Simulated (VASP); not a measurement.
Write the native input for VASP 6.6.1 that does the following.

* Task: single point
* Functional: revPBE
* Potentials or basis: VASP PAW PBE potentials, release 64 (Ca_sv, F, Li_sv)
* Cutoff: 520 eV
* k mesh: 7 × 7 × 7
* Occupations: fermi-dirac, width 0.05 eV
* Spin: no spin polarisation
* Dipole correction: no
* Further INCAR settings: ALGO = Normal; EDIFF = 1e-06; NBANDS = 25

The structure of LiCaF3 lies in POSCAR:

```
LiCaF3
1.0
    3.7612440000      0.0000000000      0.0000000000
    0.0000000000      3.7612440000      0.0000000000
    0.0000000000      0.0000000000      3.7612440000
Ca F Li
1 3 1
Direct
    0.0000000000      0.0000000000      0.0000000000
    0.5000000000      0.0000000000      0.5000000000
    0.5000000000      0.5000000000      0.0000000000
    0.0000000000      0.5000000000      0.5000000000
    0.5000000000      0.5000000000      0.5000000000
```

These files were run (other wordings do the same):

INCAR

```
PREC     = Accurate       # precision mode
ENCUT    = 520            # plane-wave cutoff, eV
EDIFF    = 1E-6           # SCF threshold, eV
ISMEAR   = -1             # smearing method
SIGMA    = 0.05           # smearing width, eV
LREAL    = False          # projectors in reciprocal space
LASPH    = True           # aspherical terms in the spheres
NELM     = 100            # most SCF steps
ALGO     = Normal         # electronic algorithm
ISIF     = 2              # what is computed and relaxed
LWAVE    = False          # write WAVECAR
LCHARG   = False          # write CHGCAR
GGA      = RE             # functional
NBANDS   = 25             # bands
```

KPOINTS

```
regular mesh
0
Gamma
  7 7 7
```

Potentials or basis: VASP PAW PBE potentials, release 64 (Ca_sv, F, Li_sv).

The run is started by

```sh
$ cat potpaw_PBE.64/Ca_sv/POTCAR potpaw_PBE.64/F/POTCAR potpaw_PBE.64/Li_sv/POTCAR > POTCAR
$ mpirun -np 1 vasp_std > vasp.out
```

Results of the run:

| Property | Result |
| --- | --- |
| Band gap on the k mesh | 6.60 eV, indirect (least direct gap 6.66 eV) |

Run time: 9.6 s on 1 thread of Intel(R) Xeon(R) 6975P-C (Granite Rapids), with other jobs on the host, peak memory 0.16 GiB.
